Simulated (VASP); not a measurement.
Input of a VASP 6.6.1 run:

Contents of INCAR:

```
SYSTEM = Ni
ALGO = Normal
EDIFF = 1E-7
ENCUT = 520
GGA = RP
ISIF = 2
ISMEAR = -1
ISPIN = 2
LASPH = .True.
LCHARG = .True.
LELF = .True.
LMAXMIX = 4
LORBIT = 11
LREAL = .False.
LVHAR = .True.
LWAVE = .False.
MAGMOM = 0.71 0.71
NBANDS = 21
NELM = 150
PREC = Accurate
SIGMA = 0.05
```

Contents of KPOINTS:

```
k-points
0
Gamma
  16 16 9
  0 0 0
```

File POSCAR:

```
Ni
1.0
    2.6104214455      0.0000000000      0.0000000000
   -1.3052107228      2.2606912864      0.0000000000
    0.0000000000      0.0000000000      4.2745157849
Ni
2
Direct
    0.3333333333      0.6666666667      0.2500000000
    0.6666666667      0.3333333333      0.7500000000
```

Potentials or basis: VASP PAW PBE potentials, release 64 (Ni).

Command:

```sh
$ cat potpaw_PBE.64/Ni/POTCAR > POTCAR
$ mpirun -np 1 vasp_std > vasp.out
```

(1) What does it give for the pressure?

(2) What does it give for the net moment?

(3) What does it give for the site moments?

Answers

(1) -14.8 GPa.

(2) 1.41 μB per cell.

(3) Ni +0.73 μB.

Caveat: the PAW data sets were made with another functional, which shifts forces and pressure a little.
